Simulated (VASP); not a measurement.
Input of a VASP 6.6.1 run:

POSCAR

```
Ga2O3
1.0
    2.4922597440      1.4389068341      4.4806440197
   -2.4922597440      1.4389068341      4.4806440197
    0.0000000000     -2.8778136682      4.4806440197
Ga O
4 6
Direct
    0.8554260894      0.8554260894      0.8554260894
    0.3554260894      0.3554260894      0.3554260894
    0.1445739106      0.1445739106      0.1445739106
    0.6445739106      0.6445739106      0.6445739106
    0.4463666996      0.0536333004      0.7500000000
    0.0536333004      0.7500000000      0.4463666996
    0.5536333004      0.9463666996      0.2500000000
    0.2500000000      0.5536333004      0.9463666996
    0.9463666996      0.2500000000      0.5536333004
    0.7500000000      0.4463666996      0.0536333004
```

INCAR.step1

```
SYSTEM = Ga2O3
PREC = Accurate ; ENCUT = 520
ISMEAR = -1 ; SIGMA = 0.02
LREAL = .False. ; LASPH = .True.
NELM = 60 ; NBANDS = 55
GGA = PE ; ALGO = Normal
EDIFF = 1E-4 ; LWAVE = .True.
LCHARG = .False.
```

The input INCAR.step2:

```
SYSTEM = Ga2O3
PREC = Accurate ; ENCUT = 520
EDIFF = 1E-6 ; ISMEAR = -1
SIGMA = 0.02 ; LREAL = .False.
LASPH = .True. ; NELM = 60
ALGO = Normal ; ISIF = 2
LWAVE = .False. ; LCHARG = .True.
METAGGA = R2SCAN ; LMIXTAU = .True.
LELF = .True. ; LVHAR = .True.
NBANDS = 55 ; ISTART = 1
```

File KPOINTS:

```
regular mesh
0
Gamma
  6 6 6
  0 0 0
```

Potentials or basis: VASP PAW PBE potentials, release 64 (Ga_d, O).

Run with:

```bash
$ cat potpaw_PBE.64/Ga_d/POTCAR potpaw_PBE.64/O/POTCAR > POTCAR
$ cp INCAR.step1 INCAR
$ mpirun -np 1 vasp_std > vasp.out
$ cp INCAR.step2 INCAR
$ mpirun -np 1 vasp_std > vasp.out
```

(1) Estimate the pressure.

(2) Estimate the band gap on the k mesh.

## Answers

(1) 1.9 GPa.

(2) 3.54 eV (least direct gap 3.80 eV).

Caveat: the PAW data sets were made with another functional, which shifts forces and pressure a little.
